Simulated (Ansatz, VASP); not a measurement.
Ni in VASP and in Ansatz

```xyz
2
Lattice="2.4824 0.0000 0.0000 -1.2412 2.1499 0.0000 0.0000 0.0000 4.0826" Properties=species:S:1:pos:R:3 pbc="T T T"
Ni    0.0000    1.4332    1.0207
Ni    1.2412    0.7166    3.0620
```

Alike in both runs: functional PBE; k mesh 14 × 14 × 8; occupations fermi-dirac, width 0.1 eV; no spin polarisation.

Ansatz relaxed the structure, and its values are those at the end. VASP's run is a single point on that final structure, the one shown.

|  | VASP | Ansatz |
| --- | --- | --- |
| version | VASP 6.6.1 | Ansatz 0.2.0 |
| potentials or method | VASP PAW PBE potentials, release 64 (Ni), cutoff 520 eV | plane waves (420 eV) with PAW, scalar-relativistic |
| valence electrons in the cell | 20 | 36 |

```csv
,VASP,Ansatz,Ansatz less VASP
pressure (GPa),0.0,0.0,0.00
```

VASP's potentials hold 20 valence electrons a cell and Ansatz's 36, so a difference there can come from the potentials and not from the codes.
